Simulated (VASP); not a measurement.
# TaTi2 (Pnnm) in VASP: single point with PBE

Aim: the single point of TaTi2 with PBE.

All numbers are computed with VASP 6.6.1; they aren't measurements. Logs are shortened: lines on timing, memory, paths and dates and some standing lists are left out, and cuts for length are marked.

## (1) The cell of the first run

Symmetry: Pnnm, No. 58, orthorhombic system. The conventional cell has a = 5.179 Å, b = 5.336 Å, c = 3.486 Å, α = 90.00°, β = 90.00°, γ = 90.00°. Ti (site symmetry m) has 3 Ta at 2.24 to 2.30 Å and 1 Ti at 2.99 Å within 3.0 Å. Ta (site symmetry 2/m) has 6 Ti at 2.24 to 2.30 Å within 3.0 Å.

## (2) Single point, PBE

Contents of INCAR:

```
SYSTEM = TaTi2
PREC = Accurate
ENCUT = 520
EDIFF = 1E-6
ISMEAR = 0
SIGMA = 0.1
LREAL = .FALSE.
LASPH = .TRUE.
NELM = 60
ALGO = Fast
ISIF = 2
LWAVE = .FALSE.
LCHARG = .TRUE.
GGA = PE
LELF = .TRUE.
LVHAR = .TRUE.
NBANDS = 44
```

Contents of KPOINTS:

```
Automatic mesh
0
G
  4 4 6
  0 0 0
```

Contents of POSCAR:

```
TaTi2
1.0
    5.1788085504      0.0000000000      0.0000000000
    0.0000000000      5.3364966313      0.0000000000
    0.0000000000      0.0000000000      3.4857365243
Ti Ta
4 2
Direct
    0.2250000000      0.8250000000      0.5000000000
    0.7250000000      0.6750000000      0.0000000000
    0.7750000000      0.1750000000      0.5000000000
    0.2750000000      0.3250000000      0.0000000000
    0.5000000000      0.5000000000      0.5000000000
    0.0000000000      0.0000000000      0.0000000000
```

Potentials or basis: VASP PAW PBE potentials, release 64 (Ti_sv, Ta_pv).

Command:

```console
cat potpaw_PBE.64/Ti_sv/POTCAR potpaw_PBE.64/Ta_pv/POTCAR > POTCAR
mpirun -np 1 vasp_std > vasp.out
```

OUTCAR:

```text
SYSTEM = TaTi2
   PREC = Accurate
   ENCUT = 520
   EDIFF = 1E-6
   ISMEAR = 0
   LREAL = .FALSE.
   LASPH = .TRUE.
   NELM = 60
   ISIF = 2
   GGA = PE

 ion  position               nearest neighbor table
   1  0.225  0.825  0.500-   5 2.24   6 2.30   6 2.30
   2  0.725  0.675  0.000-   6 2.24   5 2.30   5 2.30
   3  0.775  0.175  0.500-   5 2.24   6 2.30   6 2.30
   4  0.275  0.325  0.000-   6 2.24   5 2.30   5 2.30
   5  0.500  0.500  0.500-   1 2.24   3 2.24   2 2.30   4 2.30   2 2.30   4 2.30
   6  0.000  0.000  0.000-   2 2.24   4 2.24   3 2.30   1 2.30   1 2.30   3 2.30

  LATTYP: Found a simple orthorhombic cell.
 ALAT       =     3.4857365243
 B/A-ratio  =     1.4857142857
 C/A-ratio  =     1.5309523810

  Lattice vectors:

 A1 = (   0.0000000000,   0.0000000000,   3.4857365243)
 A2 = (   5.1788085504,   0.0000000000,   0.0000000000)
 A3 = (   0.0000000000,   5.3364966313,   0.0000000000)

Analysis of symmetry for initial positions (statically):
=====================================================================
 Subroutine PRICEL returns:
 Original cell was already a primitive cell.

 Routine SETGRP: Setting up the symmetry group for a
 simple orthorhombic supercell.

 Subroutine GETGRP returns: Found  8 space group operations
 (whereof  4 operations were pure point group operations)
 out of a pool of  8 trial point group operations.

The static configuration has the point symmetry C_2h.
 The point group associated with its full space group is D_2h.

Analysis of symmetry for dynamics (positions and initial velocities):
=====================================================================
 Subroutine PRICEL returns:
 Original cell was already a primitive cell.

 Routine SETGRP: Setting up the symmetry group for a
 simple orthorhombic supercell.

 Subroutine GETGRP returns: Found  8 space group operations
 (whereof  4 operations were pure point group operations)
 out of a pool of  8 trial point group operations.

The dynamic configuration has the point symmetry C_2h.
 The point group associated with its full space group is D_2h.

 Subroutine INISYM returns: Found  8 space group operations
 (whereof  4 operations are pure point group operations),
 and found     1 'primitive' translations

[... 103 lines left out ...]
   LREAL  =      F    real-space projection
   EDIFFG = 0.1E-04   stopping-criterion for IOM
   NSW    =      0    number of steps for IOM
   IBRION =     -1    ionic relax: 0-MD 1-quasi-New 2-CG
   NFREE  =      0    steps in history (QN), initial steepest desc. (CG)
   ISIF   =      2    stress and relaxation
   ISYM   =      2    0-nonsym 1-usesym 2-fastsym
   POTIM  = 0.5000    time-step for ionic-motion
   TEBEG  =    0.0;   TEEND  =   0.0 temperature during run
   PSTRESS=    0.0 pullay stress
   NELECT =      70.0000    total number of electrons
   NUPDOWN=      -1.0000    fix difference up-down
   EMIN   =  10.00;   EMAX   =-10.00  energy-range for DOS
   EFERMI =   0.00;   METHOD = LEGACY
   ISMEAR =     0;   SIGMA  =   0.10  broadening in eV -4-tet -1-fermi 0-gaus
   EFERMI_NEDOS =   21; number of points for ismear=-14 and -15
   IALGO  =     68    algorithm
   IMIX   =      4    mixing-type and parameters
     AMIX     =   0.40;   BMIX     =  1.00
     AMIX_MAG =   1.60;   BMIX_MAG =  1.00
  volume/ion in A,a.u.               =      16.06       108.35
  Fermi-wavevector in a.u.,A,eV,Ry     =   1.471795  2.781289 29.472671  2.166180
  Thomas-Fermi vector in A             =   2.586887
   LORBIT       =      0    0 simple, 1 ext, 2 COOP (PROOUT), +10 PAW based schemes
   GGA     = PE    functional components
   LHFCALC =     F    Hartree Fock is set to
   AEXX    =    0.0000 exact exchange contribution
   IVDW    =     0    specifies the selected vdW correction
   LEPSILON=     F    determine dielectric tensor
   LRPA    =     F    only Hartree local field effects (RPA)
 non-spin polarized calculation
 RMM-DIIS sequential band-by-band and
 Gauss-broadening in eV      SIGMA  =   0.10
  energy-cutoff  :      520.00
  volume of cell :       96.33
 maximum number of plane-waves:      2632
 NGX is ok and might be reduce to    40
   NGX = 19   NGY = 19   NGZ = 13

 number of electron      69.9999992 magnetization

 Free energy of the ion-electron system (eV)
  ---------------------------------------------------
  ext. energy  EPLUGINS =         0.00000000
  ---------------------------------------------------
  free energy    TOTEN  =       -42.73212109 eV

  energy without entropy =      -42.70450421  energy(sigma->0) =      -42.71831265

 E-fermi :   7.7953     XC(G=0): -12.0235

 val. band max:        7.7798418670   @ k =   0.0000   0.0000   0.1667
 cond. band min:       7.8023270577   @ k =   0.2500   0.2500   0.5000
 fundamental gap:      0.0224851907
 Fermi energy:         7.7953361549

 k-point     1 :       0.0000    0.0000    0.0000
  band No.  band energies     occupation
      1     -48.2506      2.00000
      2     -48.2375      2.00000
      3     -48.2345      2.00000
      4     -48.2169      2.00000
      5     -26.6744      2.00000
      6     -26.5777      2.00000
[... 1117 lines left out ...]
     43      10.5640      0.00000
     44      10.5819      0.00000

 [... further k-points ...]

------------------------ aborting loop because EDIFF is reached ----------------------------------------

  FORCE on cell =-STRESS in cart. coord.  units (eV):
  Direction    XX          YY          ZZ          XY          YZ          ZX
  --------------------------------------------------------------------------------------
  -------------------------------------------------------------------------------------
  Total       28.0085298     26.8264623     35.9647754      0.0000000      0.0000000      0.0000000
  in kB      465.8222645    446.1627754    598.1461091      0.0000000      0.0000000      0.0000000
  external PRESSURE =     503.3770497 kB  Pullay stress =       0.0000000 kB

 VOLUME and BASIS-vectors are now :
 -----------------------------------------------------------------------------
  energy-cutoff  :      520.00
  volume of cell :       96.33
      direct lattice vectors                 reciprocal lattice vectors
     5.178808550  0.000000000  0.000000000     0.193094607  0.000000000  0.000000000
     0.000000000  5.336496631  0.000000000     0.000000000  0.187388856  0.000000000
     0.000000000  0.000000000  3.485736524     0.000000000  0.000000000  0.286883416

 POSITION                                       TOTAL-FORCE (eV/Angst)
 -----------------------------------------------------------------------------------
      1.16523      4.40261      1.74287         1.404068     -0.069877      0.000000
      3.75464      3.60214      0.00000         1.404068      0.069877     -0.000000
      4.01358      0.93389      1.74287        -1.404068      0.069877      0.000000
      1.42417      1.73436      0.00000        -1.404068     -0.069877      0.000000
      2.58940      2.66825      1.74287        -0.000000      0.000000      0.000000
      0.00000      0.00000      0.00000        -0.000000      0.000000      0.000000
 -----------------------------------------------------------------------------------
    total drift:                                0.000000     -0.000000     -0.000000

  FREE ENERGIE OF THE ION-ELECTRON SYSTEM (eV)
  ---------------------------------------------------
  free  energy   TOTEN  =       -42.7321210886 eV

  energy  without entropy=      -42.7045042137  energy(sigma->0) =      -42.71831265
```

OSZICAR:

```text
N       E                     dE             d eps       ncg     rms          rms(c)
DAV:   1     0.987535991877E+03    0.98754E+03   -0.36209E+04  3168   0.195E+03
DAV:   2     0.724862538227E+02   -0.91505E+03   -0.89789E+03  3168   0.604E+02
DAV:   3    -0.353680276503E+02   -0.10785E+03   -0.10405E+03  4964   0.176E+02
[... 30 lines left out ...]
RMM:  34    -0.427321166800E+02   -0.17970E-05   -0.20160E-05  3406   0.128E-02    0.212E-03
RMM:  35    -0.427321181726E+02   -0.14927E-05   -0.16711E-05  3264   0.114E-02    0.238E-03
RMM:  36    -0.427321193524E+02   -0.11797E-05   -0.13367E-05  3231   0.104E-02    0.226E-03
RMM:  37    -0.427321203012E+02   -0.94883E-06   -0.10929E-05  3203   0.954E-03    0.198E-03
RMM:  38    -0.427321210886E+02   -0.78742E-06   -0.91910E-06  3051   0.873E-03
   1 F= -.42732121E+02 E0= -.42718313E+02  d E =-.276169E-01
```

Run time: 4.2 min. Hardware: 1 thread of AMD EPYC 9R45 (Zen 5), shared host; peak memory 0.25 GiB.

What came out:

```
Free energy            : -42.7321 eV
Pressure               : 50.3 GPa
Largest force          : 1.406 eV/Å
Band gap on the k mesh : zero (bands 35 and 36 overlap by 1.46 eV)
```

Forces on the atoms (eV/Å):
```
Ti   1.404 -0.070  0.000
Ti   1.404  0.070  0.000
Ti  -1.404  0.070  0.000
Ti  -1.404 -0.070  0.000
Ta   0.000  0.000  0.000
Ta   0.000  0.000  0.000
```

Levels at points of the mesh, in eV from the Fermi level:
```csv
k point,band 32,band 33,band 34,band 35,band 36,band 37,band 38,band 39
"(0.00, 0.00, 0.00)",-1.66,-0.06,0.18,0.35,0.38,0.97,1.07,1.44
"(0.50, 0.00, 0.00)",-1.32,-1.30,-1.30,-0.63,-0.63,1.19,1.19,1.44
"(0.00, 0.50, 0.00)",-1.30,-1.20,-1.20,-0.20,-0.20,1.00,1.00,1.47
"(0.50, 0.50, 0.00)",-1.48,-0.39,-0.39,-0.06,-0.06,0.43,0.43,1.31
"(0.00, 0.00, 0.50)",-0.82,-0.37,-0.37,0.83,0.83,1.67,1.67,1.86
"(0.50, 0.00, 0.50)",-0.47,-0.06,-0.06,0.01,0.01,0.47,0.47,1.27
"(0.00, 0.50, 0.50)",-0.59,-0.14,-0.14,0.45,0.45,1.13,1.13,1.41
"(0.50, 0.50, 0.50)",-0.99,-0.26,-0.26,-0.13,-0.13,0.88,0.88,2.11
```

Caveat: the stress differs along the axes, from 45 to 60 GPa; spin-orbit coupling is left out, which moves the levels of the heavy elements; forces of over 1 eV/Å act on the atoms, so gaps and moduli don't describe the material at rest.

The gap in the log of VASP goes by the Fermi energy; the results here count the filled bands.